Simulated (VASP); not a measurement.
Write the native input for VASP 6.6.1 that does the following.

| Quantity | Value |
| --- | --- |
| Task | single point |
| Functional | RPBE |
| Potentials or basis | VASP PAW PBE potentials, release 64 (Pb_d) |
| Cutoff | 520 eV |
| k mesh | 9 × 9 × 9 |
| Occupations | fermi-dirac, width 0.1 eV |
| Spin | no spin polarisation |
| Dipole correction | no |
| Further INCAR settings | ALGO = Normal; EDIFF = 1e-06; NBANDS = 21 |

The structure of Pb lies in POSCAR:

```
Pb
1.0
    0.0000000000      3.6781273219      3.6781273219
    3.6781273219      0.0000000000      3.6781273219
    3.6781273219      3.6781273219      0.0000000000
Pb
2
Direct
    0.1250000000      0.1250000000      0.1250000000
    0.8750000000      0.8750000000      0.8750000000
```

This cell differs from its parent crystal: volume scaled by 1.08.

These files were run (other wordings do the same):

INCAR

```
SYSTEM = Pb
  ALGO = Normal
  EDIFF = 1E-6
  ENCUT = 520
  GGA = RP
  ISIF = 2
  ISMEAR = -1
  LASPH = .TRUE.
  LCHARG = .FALSE.
  LREAL = .FALSE.
  LWAVE = .FALSE.
  NBANDS = 21
  NELM = 100
  PREC = Accurate
  SIGMA = 0.1
```

KPOINTS

```
k-points
0
G
  9 9 9
  0 0 0
```

Potentials or basis: VASP PAW PBE potentials, release 64 (Pb_d).

Run with:

```bash
$ cat potpaw_PBE.64/Pb_d/POTCAR > POTCAR
$ mpirun -np 1 vasp_std > vasp.out
```

It gave:

```
Pressure               : -1.4 GPa
Band gap on the k mesh : zero (band 14 reaches 3.18 eV, above the bottom of band 15 at 2.33 eV)
```

Caveat: the PAW data sets were made with another functional, which shifts forces and pressure a little; spin-orbit coupling is left out, which moves the levels of the heavy elements.

Run time: 2.4 min on 1 thread of AMD EPYC 7R13, on a shared host, peak memory 0.22 GiB.
